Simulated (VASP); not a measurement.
# HfSiO4 (P-6m2) in VASP: further runs

Runs on HfSiO4. Level: PBE. Tasks: relaxation of cell and atoms.

Program: VASP 6.6.1. These are calculated values, not measurements. Logs are shortened: lines on timing, memory, paths and dates and some standing lists are left out, and cuts for length are marked.

### 1 The cell of the first run

Symmetry: P-6m2, No. 187, hexagonal system. Conventional cell: a = 5.596 Å, b = 5.596 Å, c = 3.196 Å, α = 90.00°, β = 90.00°, γ = 120.00°. Within 2.9 Å of Hf (site symmetry -6m2) lie 6 O at 2.16 Å. Within 2.1 Å of Si (site symmetry -6m2) lie 5 O at 1.60 to 1.77 Å. O (site symmetry mm2) has 1 Si at 1.77 Å and 2 Hf at 2.16 Å and 2 O at 2.39 Å within 2.4 Å. Within 2.1 Å of O (site symmetry -6m2) lie 2 Si at 1.60 Å.

### 2 Relaxation of cell and atoms, PBE

The input, INCAR:

```
SYSTEM = HfSiO4
PREC = Accurate
ENCUT = 600
EDIFF = 1E-7
ISMEAR = 0
SIGMA = 0.1
LREAL = .FALSE.
LASPH = .TRUE.
NELM = 80
ALGO = Normal
ISIF = 3
LWAVE = .FALSE.
LCHARG = .FALSE.
GGA = PE
IBRION = 2
NSW = 90
EDIFFG = -0.04
```

The input, KPOINTS:

```
regular mesh
0
G
  6 6 6
  0 0 0
```

The input, POSCAR:

```
HfSiO4
1.0
    5.5964196571      0.0000000000      0.0000000000
   -2.7982098285      4.8466415933      0.0000000000
    0.0000000000      0.0000000000      3.1964547368
Hf Si O
1 1 4
Direct
    0.3333333333      0.6666666667      0.0000000000
    0.6666666667      0.3333333333      0.5000000000
    0.4836162713      0.5163837287      0.5000000000
    0.4836162713      0.9672325426      0.5000000000
    0.0327674574      0.5163837287      0.5000000000
    0.6666666667      0.3333333333      0.0000000000
```

Potentials or basis: VASP PAW PBE potentials, release 64 (Hf_pv, Si, O).

Launch:

```console
$ cat potpaw_PBE.64/Hf_pv/POTCAR potpaw_PBE.64/Si/POTCAR potpaw_PBE.64/O/POTCAR > POTCAR
$ mpirun -np 1 vasp_std > vasp.out
```

OUTCAR:

```text
SYSTEM = HfSiO4
   PREC = Accurate
   ENCUT = 600
   EDIFF = 1E-7
   ISMEAR = 0
   LREAL = .FALSE.
   LASPH = .TRUE.
   NELM = 80
   ISIF = 3
   GGA = PE
   IBRION = 2
   NSW = 90
   EDIFFG = -0.04

 ion  position               nearest neighbor table
   1  0.333  0.667  0.000-   4 2.16   4 2.16   5 2.16   5 2.16   3 2.16   3 2.16
   2  0.667  0.333  0.500-   6 1.60   6 1.60   4 1.77   5 1.77   3 1.77
   3  0.484  0.516  0.500-   2 1.77   1 2.16   1 2.16
   4  0.484  0.967  0.500-   2 1.77   1 2.16   1 2.16
   5  0.033  0.516  0.500-   2 1.77   1 2.16   1 2.16
   6  0.667  0.333  0.000-   2 1.60   2 1.60

  LATTYP: Found a hexagonal cell.
 ALAT       =     5.5964196571
 C/A-ratio  =     0.5711606585

  Lattice vectors:

 A1 = (   5.5964196571,   0.0000000000,   0.0000000000)
 A2 = (  -2.7982098285,   4.8466415933,   0.0000000000)
 A3 = (   0.0000000000,   0.0000000000,   3.1964547368)

Analysis of symmetry for initial positions (statically):
=====================================================================
 Subroutine PRICEL returns:
 Original cell was already a primitive cell.

 Routine SETGRP: Setting up the symmetry group for a
 hexagonal supercell.

 Subroutine GETGRP returns: Found 12 space group operations
 (whereof 12 operations were pure point group operations)
 out of a pool of 24 trial point group operations.

The static configuration has the point symmetry D_3h.

Analysis of symmetry for dynamics (positions and initial velocities):
=====================================================================
 Subroutine PRICEL returns:
 Original cell was already a primitive cell.

 Routine SETGRP: Setting up the symmetry group for a
 hexagonal supercell.

 Subroutine GETGRP returns: Found 12 space group operations
 (whereof 12 operations were pure point group operations)
 out of a pool of 24 trial point group operations.

The dynamic configuration has the point symmetry D_3h.

 Subroutine INISYM returns: Found 12 space group operations
 (whereof 12 operations are pure point group operations),
 and found     1 'primitive' translations

----------------------------------------------------------------------------------------

                                     Primitive cell

  volume of cell :      86.7001

  direct lattice vectors                    reciprocal lattice vectors
     5.596419657  0.000000000  0.000000000     0.178685671  0.103164220  0.000000000
    -2.798209829  4.846641593  0.000000000     0.000000000  0.206328440  0.000000000
     0.000000000  0.000000000  3.196454737     0.000000000  0.000000000  0.312846601

  length of vectors
     5.596419657  5.596419657  3.196454737     0.206328440  0.206328440  0.312846601

  position of ions in fractional coordinates (direct lattice)
     0.333333333  0.666666667  0.000000000
     0.666666667  0.333333333  0.500000000
     0.483616271  0.516383729  0.500000000
     0.483616271  0.967232543  0.500000000
     0.032767457  0.516383729  0.500000000
     0.666666667  0.333333333  0.000000000

  ion indices of the primitive-cell ions
   primitive index   ion index
                 1           1
                 2           2
                 3           3
                 4           4
                 5           5
                 6           6

----------------------------------------------------------------------------------------

 KPOINTS: regular mesh

Automatic generation of k-mesh.
 Grid dimensions read from file:
 generate k-points for:    6    6    6

 Generating k-lattice:

  Cartesian coordinates                     Fractional coordinates (reciprocal lattice)
     0.029780945  0.017194037  0.000000000     0.166666667  0.000000000  0.000000000
     0.000000000  0.034388073  0.000000000     0.000000000  0.166666667  0.000000000
     0.000000000  0.000000000  0.052141100     0.000000000  0.000000000  0.166666667

  Length of vectors
     0.034388073  0.034388073  0.052141100

  Shift w.r.t. Gamma in fractional coordinates (k-lattice)
     0.000000000  0.000000000  0.000000000

 Subroutine IBZKPT returns following result:
 ===========================================

 Found     28 irreducible k-points:

 Following reciprocal coordinates:
            Coordinates               Weight
  0.000000  0.000000  0.000000      1.000000
  0.166667  0.000000  0.000000      6.000000
  0.333333 -0.000000  0.000000      6.000000
  0.500000 -0.000000  0.000000      3.000000
  0.166667  0.166667  0.000000      6.000000
  0.333333  0.166667  0.000000     12.000000
[... 16 lines left out ...]
  0.166667  0.000000  0.500000      6.000000
  0.333333 -0.000000  0.500000      6.000000
 [... further k-points ...]
   k-points           NKPTS =     28   k-points in BZ     NKDIM =     28   number of bands    NBANDS=     23
   number of dos      NEDOS =    301   number of ions     NIONS =      6
   total plane-waves  NPLWV =  64512
   dimension x,y,z NGX =    48 NGY =   48 NGZ =   28
   dimension x,y,z NGXF=    96 NGYF=   96 NGZF=   56
   ions per type =               1   1   4
   NGX,Y,Z   is equivalent  to a cutoff of  14.26, 14.26, 14.56 a.u.
   NGXF,Y,Z  is equivalent  to a cutoff of  28.52, 28.52, 29.13 a.u.
 SYSTEM =  HfSiO4
   PREC   = accura    normal or accurate (medium, high low for compatibility)
   ISTART =      0    job   : 0-new  1-cont  2-samecut
   ICHARG =      2    charge: 1-file 2-atom 10-const
   ISPIN  =      1    spin polarized calculation?
   LNONCOLLINEAR =      F non collinear calculations
   LSORBIT =      F    spin-orbit coupling
   LASPH  =      T    aspherical Exc in radial PAW
   ENCUT  =  600.0 eV  44.10 Ry    6.64 a.u.  11.18 11.18  6.38*2*pi/ulx,y,z
   NELM   =     80;   NELMIN=  2; NELMDL= -5     # of ELM steps
   EDIFF  = 0.1E-06   stopping-criterion for ELM
   LREAL  =      F    real-space projection
   EDIFFG = -.4E-01   stopping-criterion for IOM
   NSW    =     90    number of steps for IOM
   IBRION =      2    ionic relax: 0-MD 1-quasi-New 2-CG
   NFREE  =      1    steps in history (QN), initial steepest desc. (CG)
   ISIF   =      3    stress and relaxation
   ISYM   =      2    0-nonsym 1-usesym 2-fastsym
   POTIM  = 0.5000    time-step for ionic-motion
   TEBEG  =    0.0;   TEEND  =   0.0 temperature during run
   PSTRESS=    0.0 pullay stress
   NELECT =      38.0000    total number of electrons
   NUPDOWN=      -1.0000    fix difference up-down
   EMIN   =  10.00;   EMAX   =-10.00  energy-range for DOS
   EFERMI =   0.00;   METHOD = LEGACY
   ISMEAR =     0;   SIGMA  =   0.10  broadening in eV -4-tet -1-fermi 0-gaus
   EFERMI_NEDOS =   21; number of points for ismear=-14 and -15
   IALGO  =     38    algorithm
   IMIX   =      4    mixing-type and parameters
     AMIX     =   0.40;   BMIX     =  1.00
     AMIX_MAG =   1.60;   BMIX_MAG =  1.00
  volume/ion in A,a.u.               =      14.45        97.51
  Fermi-wavevector in a.u.,A,eV,Ry     =   1.243549  2.349966 21.040230  1.546413
  Thomas-Fermi vector in A             =   2.377855
   LORBIT       =      0    0 simple, 1 ext, 2 COOP (PROOUT), +10 PAW based schemes
   GGA     = PE    functional components
   LHFCALC =     F    Hartree Fock is set to
   AEXX    =    0.0000 exact exchange contribution
   IVDW    =     0    specifies the selected vdW correction
   LEPSILON=     F    determine dielectric tensor
   LRPA    =     F    only Hartree local field effects (RPA)
 conjugate gradient relaxation of ions
 non-spin polarized calculation
 Gauss-broadening in eV      SIGMA  =   0.10
  energy-cutoff  :      600.00
  volume of cell :       86.70
 maximum number of plane-waves:      2917
 NGX is ok and might be reduce to    48
   NGX = 23   NGY = 23   NGZ = 13

--------------------------------------- Ionic step        1  -------------------------------------------

 number of electron      37.9999995 magnetization

 Free energy of the ion-electron system (eV)
  ---------------------------------------------------
  ext. energy  EPLUGINS =         0.00000000
  ---------------------------------------------------
  free energy    TOTEN  =       -51.92121065 eV

  energy without entropy =      -51.92121065  energy(sigma->0) =      -51.92121065

------------------------ aborting loop because EDIFF is reached ----------------------------------------

  FORCE on cell =-STRESS in cart. coord.  units (eV):
  Direction    XX          YY          ZZ          XY          YZ          ZX
  --------------------------------------------------------------------------------------
  -------------------------------------------------------------------------------------
  Total       -0.3637905     -0.3637905     -1.0202434     -0.0000000      0.0000000     -0.0000000
  in kB       -6.7226757     -6.7226757    -18.8536151     -0.0000000      0.0000000     -0.0000000
  external PRESSURE =     -10.7663222 kB  Pullay stress =       0.0000000 kB

 VOLUME and BASIS-vectors are now :
 -----------------------------------------------------------------------------
  energy-cutoff  :      600.00
  volume of cell :       86.70
      direct lattice vectors                 reciprocal lattice vectors
     5.596419657  0.000000000  0.000000000     0.178685671  0.103164220  0.000000000
    -2.798209829  4.846641593  0.000000000     0.000000000  0.206328440  0.000000000
     0.000000000  0.000000000  3.196454737     0.000000000  0.000000000  0.312846601
[... 41 lines left out ...]
 POSITION                                       TOTAL-FORCE (eV/Angst)
 -----------------------------------------------------------------------------------
     -0.00000      3.22164      3.17023         0.000000     -0.000000      0.000000
      2.79002      1.61082      1.58512         0.000000     -0.000000      0.000000
      1.25054      2.49964      1.58512         0.153625     -0.088696     -0.000000
      0.00000      4.66565      1.58512         0.000000      0.177391      0.000000
     -1.25054      2.49964      1.58512        -0.153625     -0.088696      0.000000
      2.79002      1.61082      3.17023        -0.000000     -0.000000      0.000000
 -----------------------------------------------------------------------------------
    total drift:                               -0.000000      0.000000     -0.000000

  FREE ENERGIE OF THE ION-ELECTRON SYSTEM (eV)
  ---------------------------------------------------
  free  energy   TOTEN  =       -51.9172295701 eV

  energy  without entropy=      -51.9172295701  energy(sigma->0) =      -51.91722957

--------------------------------------- Ionic step        3  -------------------------------------------

 number of electron      37.9999994 magnetization

 Free energy of the ion-electron system (eV)
  ---------------------------------------------------
  ext. energy  EPLUGINS =         0.00000000
  ---------------------------------------------------
  free energy    TOTEN  =       -51.92422547 eV

  energy without entropy =      -51.92422547  energy(sigma->0) =      -51.92422547

 E-fermi :   2.0103     XC(G=0):  -9.0325

 val. band max:        1.4676900645   @ k =   0.5000  -0.0000   0.0000
 cond. band min:       3.8186236075   @ k =   0.0000   0.0000   0.0000
 fundamental gap:      2.3509335429
 Fermi energy:         2.0102905536

 k-point     1 :       0.0000    0.0000    0.0000
  band No.  band energies     occupation
      1     -28.7865      2.00000
      2     -28.7865      2.00000
      3     -28.3613      2.00000
      4     -18.0189      2.00000
      5     -15.2884      2.00000
      6     -15.2884      2.00000
[... 15 lines left out ...]
     22       6.5083      0.00000
     23       6.5759      0.00000
[... 575 lines left out ...]
      1     -28.9670      2.00000
      2     -28.6829      2.00000
      3     -28.6825      2.00000
      4     -16.2927      2.00000
      5     -16.0046      2.00000
      6     -15.5208      2.00000
[... 15 lines left out ...]
     22       6.7754      0.00000
     23       8.8741      0.00000

 [... further k-points ...]
[... 5 lines left out ...]
  --------------------------------------------------------------------------------------
  -------------------------------------------------------------------------------------
  Total        0.0099348      0.0099348      0.1136647      0.0000000     -0.0000000      0.0000000
  in kB        0.1846241      0.1846241      2.1123026      0.0000000     -0.0000000      0.0000000
  external PRESSURE =       0.8271836 kB  Pullay stress =       0.0000000 kB

 VOLUME and BASIS-vectors are now :
 -----------------------------------------------------------------------------
  energy-cutoff  :      600.00
  volume of cell :       86.21
      direct lattice vectors                 reciprocal lattice vectors
     5.589884018 -0.000000000 -0.000000000     0.178894588  0.103284839 -0.000000000
    -2.794942009  4.840981564  0.000000000     0.000000000  0.206569677 -0.000000000
     0.000000000  0.000000000  3.185985891     0.000000000  0.000000000  0.313874585

 POSITION                                       TOTAL-FORCE (eV/Angst)
 -----------------------------------------------------------------------------------
     -0.00000      3.22732      0.00000        -0.000000      0.000000      0.000000
      2.79494      1.61366      1.59299        -0.000000      0.000000      0.000000
      1.25718      2.50149      1.59299        -0.033601      0.019399      0.000000
      0.00000      4.67898      1.59299        -0.000000     -0.038799      0.000000
     -1.25718      2.50149      1.59299         0.033601      0.019399     -0.000000
      2.79494      1.61366     -0.00000        -0.000000      0.000000      0.000000
 -----------------------------------------------------------------------------------
    total drift:                               -0.000000      0.000000      0.000000

  FREE ENERGIE OF THE ION-ELECTRON SYSTEM (eV)
  ---------------------------------------------------
  free  energy   TOTEN  =       -51.9242254667 eV

  energy  without entropy=      -51.9242254667  energy(sigma->0) =      -51.92422547

 reached required accuracy - stopping structural energy minimisation
```

It took 97 s on 1 thread of Intel Xeon 6975P-C (Granite Rapids), shared host; peak memory 0.29 GiB.

What came out:

```yaml
Free_energy: -51.9242 eV
Relaxed_volume: 14.37 Å³/atom
Relaxed_cell: a = 5.590 Å, b = 5.590 Å, c = 3.186 Å, α = 90.00°, β = 90.00°, γ = 120.00°
Space_group_after_relaxing_to_0.05_Å: P-6m2 (No. 187)
Energy_gained_by_relaxing: 0.5 meV/atom
Ionic_steps: 3
Pressure_after_relaxing: 0.1 GPa
Largest_force_after_relaxing: 0.039 eV/Å
Band_gap_on_the_k_mesh: 2.35 eV, indirect (least direct gap 2.66 eV)
```

Forces on the atoms (eV/Å):
```
Hf   0.000  0.000  0.000
Si   0.000  0.000  0.000
O   -0.034  0.019  0.000
O    0.000 -0.039  0.000
O    0.034  0.019  0.000
O    0.000  0.000  0.000
```

The path:
```tsv
step	energy change (eV)	largest force (eV/Å)	pressure (GPa)	volume (Å³)
1	0.0000	0.1761	-1.08	86.70
2	0.0040	0.1774	1.92	85.49
3	-0.0030	0.0388	0.08	86.21
```

Final structure:
```cif
data_structure
_symmetry_space_group_name_H-M 'P 1'
_symmetry_Int_Tables_number 1
_cell_length_a 5.5899
_cell_length_b 5.5899
_cell_length_c 3.1860
_cell_angle_alpha 90.000
_cell_angle_beta 90.000
_cell_angle_gamma 120.000
_cell_volume 86.21
loop_
_atom_site_label
_atom_site_type_symbol
_atom_site_fract_x
_atom_site_fract_y
_atom_site_fract_z
_atom_site_occupancy
Hf1 Hf 0.33333 0.66667 0.00000 1
Si1 Si 0.66667 0.33333 0.50000 1
O1 O 0.48327 0.51673 0.50000 1
O2 O 0.48327 0.96654 0.50000 1
O3 O 0.03346 0.51673 0.50000 1
O4 O 0.66667 0.33333 0.00000 1
```

Levels at points of the mesh, in eV from the valence-band top:
```tsv
k point	band 16	band 17	band 18	band 19	band 20	band 21	band 22	band 23
(0.00, 0.00, 0.00)	-0.89	-0.42	-0.32	-0.32	2.35	5.04	5.04	5.11
(0.50, 0.00, 0.00)	-1.41	-1.12	-0.71	0.00	3.11	5.01	5.26	6.43
(0.00, 0.00, 0.50)	-1.51	-0.25	-0.18	-0.18	4.58	4.58	5.05	6.98
(0.50, 0.00, 0.50)	-1.68	-0.73	-0.63	-0.28	4.30	4.75	5.37	7.55
```

Caveat: spin-orbit coupling is left out, which moves the levels of the heavy elements. A k mesh can miss the band edges.

### 3 Relaxation of cell and atoms, PBE

The input, INCAR:

```
SYSTEM = HfSiO4
PREC = Accurate
ENCUT = 600
EDIFF = 1E-7
ISMEAR = 0
SIGMA = 0.02
LREAL = .FALSE.
LASPH = .TRUE.
NELM = 60
ALGO = Normal
ISIF = 3
LWAVE = .FALSE.
LCHARG = .FALSE.
GGA = PE
IBRION = 2
NSW = 100
EDIFFG = -0.01
```

The input, KPOINTS:

```
Automatic mesh
0
G
  6 6 8
  0 0 0
```

Edit POSCAR of step 2 so:

```diff
@@ -3,3 +3,3 @@
     5.5964196571      0.0000000000      0.0000000000
-   -2.7982098285      4.8466415933      0.0000000000
+   -2.7982098286      4.8466415933      0.0000000000
     0.0000000000      0.0000000000      3.1964547368
```

Potentials or basis: VASP PAW PBE potentials, release 64 (Hf_pv, Si, O).

Launch:

```console
$ cat potpaw_PBE.64/Hf_pv/POTCAR potpaw_PBE.64/Si/POTCAR potpaw_PBE.64/O/POTCAR > POTCAR
$ mpirun -np 1 vasp_std > vasp.out
```

It took 2.5 min on 1 thread of Intel Xeon 6975P-C (Granite Rapids), shared host; peak memory 0.31 GiB.

Results (log left out):

```yaml
Free_energy: -51.9244 eV
Relaxed_volume: 14.37 Å³/atom
Relaxed_cell: a = 5.590 Å, b = 5.590 Å, c = 3.187 Å, α = 90.00°, β = 90.00°, γ = 120.00°
Space_group_after_relaxing_to_0.05_Å: P-6m2 (No. 187)
Energy_gained_by_relaxing: 0.5 meV/atom
Ionic_steps: 5
Pressure_after_relaxing: 0.0 GPa
Band_gap_on_the_k_mesh: 2.35 eV, indirect (least direct gap 2.66 eV)
```

Step by step:
| step | energy change (eV) | largest force (eV/Å) | pressure (GPa) | volume (Å³) |
| --- | --- | --- | --- | --- |
| 1 | 0.0000 | 0.1763 | -1.08 | 86.70 |
| 2 | 0.0040 | 0.1775 | 1.92 | 85.49 |
| 3 | -0.0030 | 0.0389 | 0.08 | 86.21 |
| 4 | -0.0030 | 0.0324 | -0.09 | 86.27 |
| 5 | -0.0031 | 0.0003 | -0.01 | 86.25 |

Final structure:
```
Hf Si O
1.0
     5.58995    0.00000    0.00000
    -2.79498    4.84104    0.00000
     0.00000    0.00000    3.18710
Hf Si O
1 1 4
Direct
  0.33333 0.66667 0.00000
  0.66667 0.33333 0.50000
  0.48316 0.51684 0.50000
  0.48316 0.96633 0.50000
  0.03367 0.51684 0.50000
  0.66667 0.33333 0.00000
```

Levels at points of the mesh, in eV from the valence-band top:
```
           k point  band 15  band 16  band 17  band 18  band 19  band 20  band 21  band 22  band 23
(0.00, 0.00, 0.00)    -2.20    -0.89    -0.41    -0.32    -0.32     2.35     5.04     5.04     5.11
(0.50, 0.00, 0.00)    -2.39    -1.41    -1.12    -0.71     0.00     3.11     5.01     5.26     6.43
(0.00, 0.00, 0.50)    -1.50    -1.50    -0.24    -0.18    -0.18     4.58     4.58     5.05     6.98
(0.50, 0.00, 0.50)    -1.78    -1.68    -0.73    -0.64    -0.28     4.30     4.75     5.37     7.55
```

Caveat: spin-orbit coupling is left out, which moves the levels of the heavy elements.
